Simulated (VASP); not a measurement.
A run of VASP 6.6.1:

INCAR

```
ALGO     = Normal         # electronic algorithm
EDIFF    = 1E-6           # SCF threshold, eV
ENCUT    = 520            # plane-wave cutoff, eV
GGA      = PE             # functional
ISIF     = 2              # what is computed and relaxed
ISMEAR   = 0              # smearing method
LASPH    = T              # aspherical terms in the spheres
LCHARG   = F              # write CHGCAR
LREAL    = F              # projectors in reciprocal space
LWAVE    = F              # write WAVECAR
NBANDS   = 26             # bands
NELM     = 100            # most SCF steps
PREC     = Accurate       # precision mode
SIGMA    = 0.1            # smearing width, eV
```

Contents of KPOINTS:

```
k-points
0
Gamma
  4 4 4
```

Contents of POSCAR:

```
BeTe
1.0
    7.5829316924      0.0000000000      0.0000000000
    0.0000000000      5.2858278961      0.0000000000
    0.0000000000      0.0000000000      3.8939923439
Be Te
4 4
Direct
    0.7500000000      0.0000000000      0.4789123288
    0.0000000000      0.5000000000      0.0000000000
    0.2500000000      0.0000000000      0.5210876712
    0.5000000000      0.5000000000      0.0000000000
    0.7500000000      0.5000000000      0.5614933334
    0.0000000000      0.0000000000      0.0000000000
    0.2500000000      0.5000000000      0.4385066666
    0.5000000000      0.0000000000      0.0000000000
```

Potentials or basis: VASP PAW PBE potentials, release 64 (Be, Te).

Command:

```console
$ cat potpaw_PBE.64/Be/POTCAR potpaw_PBE.64/Te/POTCAR > POTCAR
$ mpirun -np 1 vasp_std > vasp.out
```

Hardware: 1 thread of Intel(R) Xeon(R) 6975P-C (Granite Rapids), on a shared host.

Problem. Estimate the wall time of this run.

Solution. Wall time 42 s on 1 thread of Intel(R) Xeon(R) 6975P-C (Granite Rapids) (shared host), peak memory 0.3 GiB. Counts: scf iterations 12, k points 27.
